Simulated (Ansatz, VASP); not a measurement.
One calculation of La, two programs

The input INCAR:

```
ALGO     = Normal         # electronic algorithm
EDIFF    = 1E-7           # SCF threshold, eV
ENCUT    = 520            # plane-wave cutoff, eV
GGA      = PE             # functional
ISIF     = 2              # what is computed and relaxed
ISMEAR   = 0              # smearing method
LASPH    = True           # aspherical terms in the spheres
LCHARG   = False          # write CHGCAR
LREAL    = False          # projectors in reciprocal space
LWAVE    = False          # write WAVECAR
NBANDS   = 12             # bands
NELM     = 100            # most SCF steps
PREC     = Accurate       # precision mode
SIGMA    = 0.05           # smearing width, eV
```

The input KPOINTS:

```
k-points
0
Gamma
  12 12 12
```

Contents of POSCAR:

```
La
1.0
    0.0000000000      2.6973857217      2.6973857217
    2.6973857217      0.0000000000      2.6973857217
    2.6973857217      2.6973857217      0.0000000000
La
1
Direct
    0.0000000000      0.0000000000      0.0000000000
```

Input for Ansatz:

```yaml
crystal:
  lattice:
    - [0.0, 2.6973857217, 2.6973857217]
    - [2.6973857217, 0.0, 2.6973857217]
    - [2.6973857217, 2.6973857217, 0.0]
  atoms:
    - { symbol: La, position: [0.0, 0.0, 0.0] }
basis:
  ecutwfc: 420
  fft_grid_basis: typed
kpoints:
  mp_grid: { grid: [12, 12, 12] }
hamiltonian:
  xc: pbe
scf:
  occupations: { method: gaussian, width: 0.05 }
output:
  forces: true
  stress: true
  eigenvalues: true
  bader: true
  write_density: true
  volumetric_format: npy
  elf: true
```

Alike in both runs: task single point; functional PBE; k mesh 12 × 12 × 12; occupations gaussian, width 0.05 eV; no spin polarisation.

|  | VASP | Ansatz |
| --- | --- | --- |
| version | VASP 6.6.1 | Ansatz 0.2.0 |
| potentials or method | VASP PAW PBE potentials, release 64 (La), cutoff 520 eV | scalar-relativistic, plane waves, PAW |
| valence electrons in the cell | 11 | 11 |

```tsv
	VASP	Ansatz	Ansatz less VASP
gap on the k mesh at the Fermi level (eV)	none	none	-
pressure (GPa)	-1.5	-1.6	-0.12
```

A gap of «none» marks a metal or a gap that the smearing closes. With one functional, cell and mesh, what is left measures potentials, basis and numerics.

Neither program's run includes spin-orbit coupling.
